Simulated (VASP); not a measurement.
Sb, 1 atom in the cell. It takes space group I4/mmm (No. 139, tetragonal). Conventional cell: a = 3.153 Å, b = 3.153 Å, c = 5.424 Å, α = 90.00°, β = 90.00°, γ = 90.00°. Within 4.1 Å of Sb (site symmetry 4/mmm) lie 12 Sb at 3.15 to 3.51 Å. 

* Program: VASP 6.6.1
* Task: single point
* Functional: PBEsol
* Potentials or basis: VASP PAW PBE potentials, release 64 (Sb)
* Cutoff: 520 eV
* k mesh: 12 × 12 × 12
* Occupations: fermi-dirac, width 0.05 eV
* Spin: non-collinear spin, zero start, spin-orbit coupling
* Starting moments: [[0.0, 0.0, 0.0]] μB
* Dipole correction: no
* Further INCAR settings: ALGO = Normal; EDIFF = 1e-06; NBANDS = 16

Potentials or basis: VASP PAW PBE potentials, release 64 (Sb).

Launch:

```bash
$ cat potpaw_PBE.64/Sb/POTCAR > POTCAR
$ mpirun -np 1 vasp_ncl > vasp.out
```

Hardware: 1 thread of Intel(R) Xeon(R) Platinum 8375C CPU @ 2.90GHz (Ice Lake), with other jobs on the host.

**Question.** Estimate the wall time of this run.

**Answer.** Run time: 2.2 min on 1 thread of Intel(R) Xeon(R) Platinum 8375C CPU @ 2.90GHz (Ice Lake), with other jobs on the host, peak memory 0.3 GiB. Counts: scf iterations 10, k points 163.
